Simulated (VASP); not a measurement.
Rb, 1 atom in the cell. The structure is cubic, space group Im-3m (No. 229). Conventional cell: a = 5.372 Å, b = 5.372 Å, c = 5.372 Å, α = 90.00°, β = 90.00°, γ = 90.00°. 

- Program: VASP 6.6.1
- Task: single point
- Functional: LDA
- Potentials or basis: VASP PAW LDA potentials, release 64 (Rb_sv)
- Cutoff: 520 eV
- k mesh: 8 × 8 × 8
- Occupations: gaussian, width 0.6 eV
- Spin: no spin polarisation
- Dipole correction: no
- Further INCAR settings: ALGO = Normal; EDIFF = 1e-06; NBANDS = 10

Potentials or basis: VASP PAW LDA potentials, release 64 (Rb_sv).

Run with:

```sh
$ cat potpaw_LDA.64/Rb_sv/POTCAR > POTCAR
$ mpirun -np 1 vasp_std > vasp.out
```

Hardware: 1 thread of Intel Xeon 6975P-C, with other jobs on the host.

Q: How long does it take, and how much memory?

A: Wall time 15 s on 1 thread of Intel Xeon 6975P-C (shared host), peak memory 0.17 GiB. Counts: scf iterations 10, k points 29.
